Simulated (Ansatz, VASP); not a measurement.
**BaTiO3 in VASP and in Ansatz**

Contents of POSCAR:

```
BaTiO3
1.0
    3.9722427380      0.0000000000      0.0000000000
    0.0000000000      3.9722427380      0.0000000000
    0.0000000000      0.0000000000      4.1127570238
Ba Ti O
1 1 3
Direct
    0.0000000000      0.0000000000     -0.0044104999
    0.5000000000      0.5000000000      0.4774906555
    0.5000000000      0.5000000000      0.0346021843
    0.5000000000      0.0000000000      0.5176588300
    0.0000000000      0.5000000000      0.5176588300
```

INCAR.step1

```
SYSTEM = BaTiO3
  ALGO = Normal
  EDIFF = 1E-4
  ENCUT = 520
  GGA = PE
  ISMEAR = 0
  LASPH = .TRUE.
  LCHARG = .FALSE.
  LREAL = .FALSE.
  LWAVE = .TRUE.
  NBANDS = 28
  NELM = 60
  PREC = Accurate
  SIGMA = 0.02
```

Contents of INCAR.step2:

```
SYSTEM = BaTiO3
  ALGO = Normal
  EDIFF = 1E-6
  ENCUT = 520
  ISIF = 2
  ISMEAR = 0
  ISTART = 1
  LASPH = .TRUE.
  LCHARG = .FALSE.
  LMIXTAU = .TRUE.
  LREAL = .FALSE.
  LWAVE = .FALSE.
  METAGGA = R2SCAN
  NBANDS = 28
  NELM = 60
  PREC = Accurate
  SIGMA = 0.02
```

KPOINTS

```
k-points
0
G
  8 8 8
  0 0 0
```

Input for Ansatz:

```yaml
crystal:
  lattice:
    - [3.972242743, 0.0, 0.0]
    - [0.0, 3.972242743, 0.0]
    - [0.0, 0.0, 4.1127570078]
  atoms:
    - { symbol: Ba, position: [0.0, 0.0, -0.0044104995] }
    - { symbol: Ti, position: [0.5, 0.5, 0.4774906576] }
    - { symbol: O, position: [0.5, 0.5, 0.0346021831] }
    - { symbol: O, position: [0.5, 0.0, 0.5176588294] }
    - { symbol: O, position: [0.0, 0.5, 0.5176588294] }
basis:
  ecutwfc: 500
kpoints:
  mp_grid: { grid: [8, 8, 8] }
  band_path:
    path:
      - [[0.0, 0.0, 0.0], [0.0, 0.5, 0.0], [0.5, 0.5, 0.0], [0.0, 0.0, 0.0], [0.0, 0.0, 0.5], [0.0, 0.5, 0.5], [0.5, 0.5, 0.5], [0.0, 0.0, 0.5]]
      - [[0.0, 0.5, 0.0], [0.0, 0.5, 0.5]]
      - [[0.5, 0.5, 0.0], [0.5, 0.5, 0.5]]
    npoints: 14
hamiltonian:
  xc: r2scan
scf:
  occupations: { method: gaussian, width: 0.02 }
  n_extra_bands: 12
output:
  forces: true
  stress: true
  eigenvalues: true
  populations: true
  dos: { projected: true, de: 0.02, nscf_kmesh: { grid: [12, 12, 12] } }
  bader: true
  write_density: true
  write_potential: true
  elf: true
  volumetric_format: npy
```

Alike in both runs: task single point; functional r2SCAN; k mesh 8 × 8 × 8; occupations gaussian, width 0.02 eV; no spin polarisation.

|  | VASP | Ansatz |
| --- | --- | --- |
| version | VASP 6.6.1 | Ansatz 0.2.0 |
| potentials or method | VASP PAW PBE potentials, release 64 (Ba_sv, Ti_sv, O), cutoff 520 eV | scalar-relativistic, plane waves, PAW |
| valence electrons in the cell | 40 | 40 |

```csv
,VASP,Ansatz,Ansatz less VASP
gap on the k mesh at the Fermi level (eV),2.21,2.23,+0.018
least direct gap on the mesh (eV),2.71,2.70,-0.011
pressure (GPa),1.9,0.0,-1.93
"traceless stress, the component that is largest in VASP (GPa)",0.11,0.00,-0.111
rms of the force components (eV/Å),0.060,0.000,-0.0597
```

VASP's potentials were made for PBE, not for r2SCAN. Atom by atom the forces differ by 0.060 eV/Å (rms over components).

Spin-orbit coupling is off throughout.
